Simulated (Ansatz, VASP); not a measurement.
## One calculation of LiH, two programs

File INCAR:

```
ALGO = Normal ; EDIFF = 1E-7
ENCUT = 520 ; GGA = PE
ISIF = 2 ; ISMEAR = 0
LASPH = T ; LCHARG = F
LREAL = F ; LWAVE = F
NBANDS = 9 ; NELM = 60
PREC = Accurate ; SIGMA = 0.05
```

File KPOINTS:

```
k-points
0
Gamma
  10 10 10
```

The input POSCAR:

```
LiH
1.0
    0.0000000000      2.1951000000      1.8699000000
    2.1951000000      0.0000000000      1.8699000000
    2.1951000000      2.1951000000      0.0000000000
Li H
1 1
Direct
    0.0000000000      0.0000000000      0.0000000000
    0.5000000000      0.5000000000      0.5000000000
```

Input for Ansatz:

```yaml
crystal:
  lattice:
    - [0.0, 2.1951, 1.8699]
    - [2.1951, 0.0, 1.8699]
    - [2.1951, 2.1951, 0.0]
  atoms:
    - { symbol: Li, position: [0.0, 0.0, 0.0] }
    - { symbol: H, position: [0.5, 0.5, 0.5] }
basis:
  ecutwfc: 420
kpoints:
  mp_grid: { grid: [10, 10, 10] }
hamiltonian:
  xc: pbe
scf:
  occupations: { method: gaussian, width: 0.05 }
output:
  forces: true
  stress: true
  eigenvalues: true
```

Change from the starting cell: strain +0.080 along x and y, -0.080 along z, atoms carried along.

Alike in both runs: task single point; functional PBE; k mesh 10 × 10 × 10; occupations gaussian, width 0.05 eV; no spin polarisation.

|  | VASP | Ansatz |
| --- | --- | --- |
| version | VASP 6.6.1 | Ansatz 0.2.0 |
| potentials or method | VASP PAW PBE potentials, release 64 (Li_sv, H), cutoff 520 eV | scalar-relativistic, plane waves, PAW |
| valence electrons in the cell | 4 | 4 |

|  | VASP | Ansatz | Ansatz less VASP |
| --- | --- | --- | --- |
| gap on the k mesh at the Fermi level (eV) | 1.78 | 1.78 | +0.005 |
| least direct gap on the mesh (eV) | 2.82 | 2.83 | +0.009 |

The functional is the same, so the differences come from potentials, cutoffs and numerics.

Noted on VASP's run: the cutoff is short for stress, so the pressure is rough.
